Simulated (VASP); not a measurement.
# Ti (Fm-3m) in VASP: notebook

The runs below take Ti through single point, with r2SCAN.

Everything below comes from runs of VASP 6.6.1. Logs are shortened: lines on timing, memory, paths and dates and some standing lists are left out, and cuts for length are marked.

## (1) The cell of the first run

The structure is cubic, space group Fm-3m (No. 225). The conventional cell has a = 4.000 Å, b = 4.000 Å, c = 4.000 Å, α = 90.00°, β = 90.00°, γ = 90.00°. Ti (site symmetry m-3m) has 12 Ti at 2.83 Å within 3.7 Å.

This isn't the form of Ti at room conditions, which is hcp.

## (2) Single point, r2SCAN

POSCAR reads:

```
Ti
1.0
    0.0000000000      2.0001926808      2.0001926808
    2.0001926808      0.0000000000      2.0001926808
    2.0001926808      2.0001926808      0.0000000000
Ti
1
Direct
    0.0000000000      0.0000000000      0.0000000000
```

INCAR.step1 reads:

```
PREC     = Accurate       # precision mode
ENCUT    = 520            # plane-wave cutoff, eV
ISMEAR   = -1             # smearing method
SIGMA    = 0.1            # smearing width, eV
LREAL    = False          # projectors in reciprocal space
LASPH    = True           # aspherical terms in the spheres
NELM     = 100            # most SCF steps
NBANDS   = 12             # bands
GGA      = PE             # functional
ALGO     = Normal         # electronic algorithm
EDIFF    = 1E-4           # SCF threshold, eV
LWAVE    = True           # write WAVECAR
LCHARG   = False          # write CHGCAR
```

INCAR.step2 reads:

```
PREC     = Accurate       # precision mode
ENCUT    = 520            # plane-wave cutoff, eV
EDIFF    = 1E-7           # SCF threshold, eV
ISMEAR   = -1             # smearing method
SIGMA    = 0.1            # smearing width, eV
LREAL    = False          # projectors in reciprocal space
LASPH    = True           # aspherical terms in the spheres
NELM     = 100            # most SCF steps
ALGO     = Normal         # electronic algorithm
ISIF     = 2              # what is computed and relaxed
LWAVE    = False          # write WAVECAR
LCHARG   = True           # write CHGCAR
METAGGA  = R2SCAN         # meta-GGA
LMIXTAU  = True         
LELF     = True           # ELF
LVHAR    = True         
NBANDS   = 12             # bands
ISTART   = 1
```

KPOINTS reads:

```
regular mesh
0
Gamma
  14 14 14
```

Potentials or basis: VASP PAW PBE potentials, release 64 (Ti_sv).

Command:

```bash
$ cat potpaw_PBE.64/Ti_sv/POTCAR > POTCAR
$ cp INCAR.step1 INCAR
$ mpirun -np 1 vasp_std > vasp.out
$ cp INCAR.step2 INCAR
$ mpirun -np 1 vasp_std > vasp.out
```

OUTCAR:

```text
PREC = Accurate
   ENCUT = 520
   EDIFF = 1E-7
   ISMEAR = -1
   LREAL = False
   LASPH = True
   NELM = 100
   ISIF = 2
   METAGGA = R2SCAN
   ISTART = 1

 ion  position               nearest neighbor table
   1  0.000  0.000  0.000-

  LATTYP: Found a face centered cubic cell.
 ALAT       =     4.0003853616

  Lattice vectors:

 A1 = (   0.0000000000,   2.0001926808,   2.0001926808)
 A2 = (   2.0001926808,   0.0000000000,   2.0001926808)
 A3 = (   2.0001926808,   2.0001926808,   0.0000000000)

Analysis of symmetry for initial positions (statically):
=====================================================================
 Subroutine PRICEL returns:
 Original cell was already a primitive cell.

 Routine SETGRP: Setting up the symmetry group for a
 face centered cubic supercell.

 Subroutine GETGRP returns: Found 48 space group operations
 (whereof 48 operations were pure point group operations)
 out of a pool of 48 trial point group operations.

The static configuration has the point symmetry O_h .

Analysis of symmetry for dynamics (positions and initial velocities):
=====================================================================
 Subroutine PRICEL returns:
 Original cell was already a primitive cell.

 Routine SETGRP: Setting up the symmetry group for a
 face centered cubic supercell.

 Subroutine GETGRP returns: Found 48 space group operations
 (whereof 48 operations were pure point group operations)
 out of a pool of 48 trial point group operations.

The dynamic configuration has the point symmetry O_h .

 Subroutine INISYM returns: Found 48 space group operations
 (whereof 48 operations are pure point group operations),
 and found     1 'primitive' translations

----------------------------------------------------------------------------------------

                                     Primitive cell

  volume of cell :      16.0046

  direct lattice vectors                    reciprocal lattice vectors
     0.000000000  2.000192681  2.000192681    -0.249975917  0.249975917  0.249975917
     2.000192681  0.000000000  2.000192681     0.249975917 -0.249975917  0.249975917
     2.000192681  2.000192681  0.000000000     0.249975917  0.249975917 -0.249975917

  length of vectors
     2.828699617  2.828699617  2.828699617     0.432970989  0.432970989  0.432970989

  position of ions in fractional coordinates (direct lattice)
     0.000000000  0.000000000  0.000000000

  ion indices of the primitive-cell ions
   primitive index   ion index
                 1           1

----------------------------------------------------------------------------------------

 KPOINTS: regular mesh

Automatic generation of k-mesh.
 Grid dimensions read from file:
 generate k-points for:   14   14   14

 Generating k-lattice:

  Cartesian coordinates                     Fractional coordinates (reciprocal lattice)
    -0.017855423  0.017855423  0.017855423     0.071428571  0.000000000  0.000000000
     0.017855423 -0.017855423  0.017855423     0.000000000  0.071428571  0.000000000
     0.017855423  0.017855423 -0.017855423     0.000000000  0.000000000  0.071428571

  Length of vectors
     0.030926499  0.030926499  0.030926499

  Shift w.r.t. Gamma in fractional coordinates (k-lattice)
     0.000000000  0.000000000  0.000000000

 Subroutine IBZKPT returns following result:
 ===========================================

 Found    104 irreducible k-points:

 Following reciprocal coordinates:
            Coordinates               Weight
  0.000000  0.000000  0.000000      1.000000
  0.071429  0.000000  0.000000      8.000000
  0.142857  0.000000  0.000000      8.000000
  0.214286  0.000000  0.000000      8.000000
  0.285714  0.000000  0.000000      8.000000
  0.357143  0.000000  0.000000      8.000000
[... 16 lines left out ...]
  0.214286  0.142857  0.000000     24.000000
  0.285714  0.142857  0.000000     24.000000
 [... further k-points ...]
   k-points           NKPTS =    104   k-points in BZ     NKDIM =    104   number of bands    NBANDS=     12
   number of dos      NEDOS =    301   number of ions     NIONS =      1
   total plane-waves  NPLWV =  13824
   dimension x,y,z NGX =    24 NGY =   24 NGZ =   24
   dimension x,y,z NGXF=    48 NGYF=   48 NGZF=   48
   ions per type =               1
   NGX,Y,Z   is equivalent  to a cutoff of  14.11, 14.11, 14.11 a.u.
   NGXF,Y,Z  is equivalent  to a cutoff of  28.21, 28.21, 28.21 a.u.
 SYSTEM =  unknown system
   PREC   = accura    normal or accurate (medium, high low for compatibility)
   ISTART =      1    job   : 0-new  1-cont  2-samecut
   ICHARG =      0    charge: 1-file 2-atom 10-const
   ISPIN  =      1    spin polarized calculation?
   LNONCOLLINEAR =      F non collinear calculations
   LSORBIT =      F    spin-orbit coupling
   LASPH  =      T    aspherical Exc in radial PAW
   ENCUT  =  520.0 eV  38.22 Ry    6.18 a.u.   5.26  5.26  5.26*2*pi/ulx,y,z
   NELM   =    100;   NELMIN=  2; NELMDL=  0     # of ELM steps
   EDIFF  = 0.1E-06   stopping-criterion for ELM
   LREAL  =      F    real-space projection
   EDIFFG = 0.1E-05   stopping-criterion for IOM
   NSW    =      0    number of steps for IOM
   IBRION =     -1    ionic relax: 0-MD 1-quasi-New 2-CG
   NFREE  =      0    steps in history (QN), initial steepest desc. (CG)
   ISIF   =      2    stress and relaxation
   ISYM   =      2    0-nonsym 1-usesym 2-fastsym
   POTIM  = 0.5000    time-step for ionic-motion
   TEBEG  =    0.0;   TEEND  =   0.0 temperature during run
   PSTRESS=    0.0 pullay stress
   NELECT =      12.0000    total number of electrons
   NUPDOWN=      -1.0000    fix difference up-down
   EMIN   =  10.00;   EMAX   =-10.00  energy-range for DOS
   EFERMI =   0.00;   METHOD = LEGACY
   ISMEAR =    -1;   SIGMA  =   0.10  broadening in eV -4-tet -1-fermi 0-gaus
   EFERMI_NEDOS =   21; number of points for ismear=-14 and -15
   IALGO  =     38    algorithm
   IMIX   =      4    mixing-type and parameters
     AMIX     =   0.40;   BMIX     =  1.00
     AMIX_MAG =   1.60;   BMIX_MAG =  1.00
  volume/ion in A,a.u.               =      16.00       108.00
  Fermi-wavevector in a.u.,A,eV,Ry     =   1.487259  2.810513 30.095281  2.211941
  Thomas-Fermi vector in A             =   2.600443
   LORBIT       =      0    0 simple, 1 ext, 2 COOP (PROOUT), +10 PAW based schemes
   METAGGA = R2SCAN    functional components
   LHFCALC =     F    Hartree Fock is set to
   AEXX    =    0.0000 exact exchange contribution
   IVDW    =     0    specifies the selected vdW correction
   LEPSILON=     F    determine dielectric tensor
   LRPA    =     F    only Hartree local field effects (RPA)
 non-spin polarized calculation
  energy-cutoff  :      520.00
  volume of cell :       16.00
 maximum number of plane-waves:       444
 NGX is ok and might be reduce to    24
   NGX = 11   NGY = 11   NGZ = 11

 number of electron      11.9999999 magnetization

 Free energy of the ion-electron system (eV)
  ---------------------------------------------------
  ext. energy  EPLUGINS =         0.00000000
  ---------------------------------------------------
  free energy    TOTEN  =       -12.85740340 eV

  energy without entropy =      -12.80961326  energy(sigma->0) =      -12.83350833

 E-fermi :   9.1462     XC(G=0): -12.8366

 val. band max:        9.1397564729   @ k =   0.2143   0.1429   0.0000
 cond. band min:       9.1577602988   @ k =  -0.2857   0.5000   0.2143
 fundamental gap:      0.0180038260
 Fermi energy:         9.1461914484

 k-point     1 :       0.0000    0.0000    0.0000
  band No.  band energies     occupation
      1     -49.7477      2.00000
      2     -24.4445      2.00000
      3     -24.4444      2.00000
      4     -24.4444      2.00000
      5       2.4997      2.00000
      6      10.2010      0.00005
      7      10.2010      0.00005
      8      10.2010      0.00005
      9      12.1992      0.00000
     10      12.1992      0.00000
     11      25.3646      0.00000
     12      30.6850      0.00000

 k-point     2 :       0.0714    0.0000    0.0000
  band No.  band energies     occupation
      1     -49.7390      2.00000
      2     -24.4914      2.00000
      3     -24.4501      2.00000
      4     -24.4501      2.00000
      5       2.6846      2.00000
      6      10.0756      0.00018
      7      10.2690      0.00003
      8      10.2690      0.00003
      9      12.1521      0.00000
     10      12.1521      0.00000
     11      25.5445      0.00000
     12      29.3303      0.00000

 k-point     3 :       0.1429    0.0000    0.0000
  band No.  band energies     occupation
      1     -49.7145      2.00000
      2     -24.6217      2.00000
      3     -24.4659      2.00000
      4     -24.4659      2.00000
      5       3.2159      2.00000
      6       9.7558      0.00449
      7      10.4275      0.00001
      8      10.4275      0.00001
      9      12.0683      0.00000
     10      12.0683      0.00000
     11      25.7784      0.00000
     12      27.2802      0.00000
[... 286 lines left out ...]
 k-point    23 :       0.2143    0.1429    0.0000
  band No.  band energies     occupation
      1     -49.6769      2.00000
      2     -24.7369      2.00000
      3     -24.5333      2.00000
      4     -24.5263      2.00000
      5       4.0348      2.00000
      6       9.1398      1.03216
      7      10.7262      0.00000
      8      10.8577      0.00000
      9      11.3784      0.00000
     10      12.5242      0.00000
     11      26.1170      0.00000
     12      26.8419      0.00000

 k-point    24 :       0.2857    0.1429    0.0000
  band No.  band energies     occupation
      1     -49.6423      2.00000
      2     -24.9010      2.00000
      3     -24.5620      2.00000
      4     -24.5535      2.00000
      5       4.8428      2.00000
      6       8.8289      1.91961
      7      10.3887      0.00001
      8      10.9506      0.00000
      9      11.8373      0.00000
     10      12.7412      0.00000
     11      24.1945      0.00000
     12      26.5404      0.00000

 [... further k-points ...]

------------------------ aborting loop because EDIFF is reached ----------------------------------------

  FORCE on cell =-STRESS in cart. coord.  units (eV):
  Direction    XX          YY          ZZ          XY          YZ          ZX
  --------------------------------------------------------------------------------------
  -------------------------------------------------------------------------------------
  Total        1.1064468      1.1064468      1.1064468     -0.0000000      0.0000000     -0.0000000
  in kB      110.7632321    110.7632321    110.7632321     -0.0000000      0.0000000     -0.0000000
  external PRESSURE =     110.7632321 kB  Pullay stress =       0.0000000 kB

 VOLUME and BASIS-vectors are now :
 -----------------------------------------------------------------------------
  energy-cutoff  :      520.00
  volume of cell :       16.00
      direct lattice vectors                 reciprocal lattice vectors
     0.000000000  2.000192681  2.000192681    -0.249975917  0.249975917  0.249975917
     2.000192681  0.000000000  2.000192681     0.249975917 -0.249975917  0.249975917
     2.000192681  2.000192681  0.000000000     0.249975917  0.249975917 -0.249975917

 POSITION                                       TOTAL-FORCE (eV/Angst)
 -----------------------------------------------------------------------------------
      0.00000      0.00000      0.00000         0.000000      0.000000     -0.000000
 -----------------------------------------------------------------------------------
    total drift:                                0.000000      0.000000     -0.000000

  FREE ENERGIE OF THE ION-ELECTRON SYSTEM (eV)
  ---------------------------------------------------
  free  energy   TOTEN  =       -12.8574033957 eV

  energy  without entropy=      -12.8096132626  energy(sigma->0) =      -12.83350833
```

Run time: 43 s. Hardware: 1 thread of Intel Xeon 6975P-C (Granite Rapids), shared host; peak memory 0.15 GiB.

What came out:

| Item | Value |
| --- | --- |
| Free energy | -12.8574 eV |
| Pressure | 11.1 GPa |
| Band gap on the k mesh | zero (bands 6 and 7 overlap by 1.49 eV) |

Levels at points of the mesh, in eV from the Fermi level:
```csv
k point,band 2,band 3,band 4,band 5,band 6,band 7,band 8,band 9,band 10,band 11
"(0.00, 0.00, 0.00)",-33.59,-33.59,-33.59,-6.65,1.05,1.05,1.05,3.05,3.05,16.22
"(0.50, 0.00, 0.00)",-34.50,-33.70,-33.70,-2.90,0.68,0.96,0.96,4.22,4.22,9.51
"(0.50, 0.50, 0.00)",-34.43,-33.90,-33.90,-2.97,-2.02,3.23,4.27,4.49,4.49,12.03
```

Caveat: the cell stands under pressure; the PAW data sets were made with another functional, which shifts forces and pressure a little.

## (3) Single point, r2SCAN

This run uses another cell than the first one, of 16.53 Å³/atom.

POSCAR reads:

```
Ti
1.0
    0.0000000000      2.0217017781      2.0217017781
    2.0217017781      0.0000000000      2.0217017781
    2.0217017781      2.0217017781      0.0000000000
Ti
1
Direct
    0.0000000000      0.0000000000      0.0000000000
```

INCAR.step1 reads:

```
SYSTEM = Ti
PREC = Accurate ; ENCUT = 520
ISMEAR = -1 ; SIGMA = 0.1
LREAL = .FALSE. ; LASPH = .TRUE.
NELM = 80 ; NBANDS = 12
GGA = PE ; ALGO = Normal
EDIFF = 1E-4 ; LWAVE = .TRUE.
LCHARG = .FALSE.
```

INCAR.step2 reads:

```
SYSTEM = Ti
PREC = Accurate ; ENCUT = 520
EDIFF = 1E-7 ; ISMEAR = -1
SIGMA = 0.1 ; LREAL = .FALSE.
LASPH = .TRUE. ; NELM = 80
ALGO = Normal ; ISIF = 2
LWAVE = .FALSE. ; LCHARG = .TRUE.
METAGGA = R2SCAN ; LMIXTAU = .TRUE.
LELF = .TRUE. ; LVHAR = .TRUE.
NBANDS = 12 ; ISTART = 1
```

KPOINTS reads:

```
Automatic mesh
0
G
  14 14 14
  0 0 0
```

Potentials or basis: VASP PAW PBE potentials, release 64 (Ti_sv).

Command:

```bash
$ cat potpaw_PBE.64/Ti_sv/POTCAR > POTCAR
$ cp INCAR.step1 INCAR
$ mpirun -np 1 vasp_std > vasp.out
$ cp INCAR.step2 INCAR
$ mpirun -np 1 vasp_std > vasp.out
```

It took 40 s on 1 thread of Intel Xeon 6975P-C (Granite Rapids), shared host; peak memory 0.15 GiB.

Results (log left out):

* Free energy: -12.8865 eV
* Pressure: 6.6 GPa
* Band gap on the k mesh: zero (bands 6 and 7 overlap by 1.44 eV)

Levels at points of the mesh, in eV from the Fermi level:
```
           k point  band 2  band 3  band 4  band 5  band 6  band 7  band 8  band 9  band 10  band 11
(0.00, 0.00, 0.00)  -33.69  -33.69  -33.69   -6.58    1.03    1.03    1.03    2.96     2.96    16.05
(0.50, 0.00, 0.00)  -34.51  -33.80  -33.80   -2.83    0.58    0.95    0.95    4.06     4.06     9.14
(0.50, 0.50, 0.00)  -34.46  -33.98  -33.98   -2.84   -1.92    3.05    4.12    4.32     4.32    11.63
```

Caveat: the cell stands under pressure; the PAW data sets were made with another functional, which shifts forces and pressure a little.
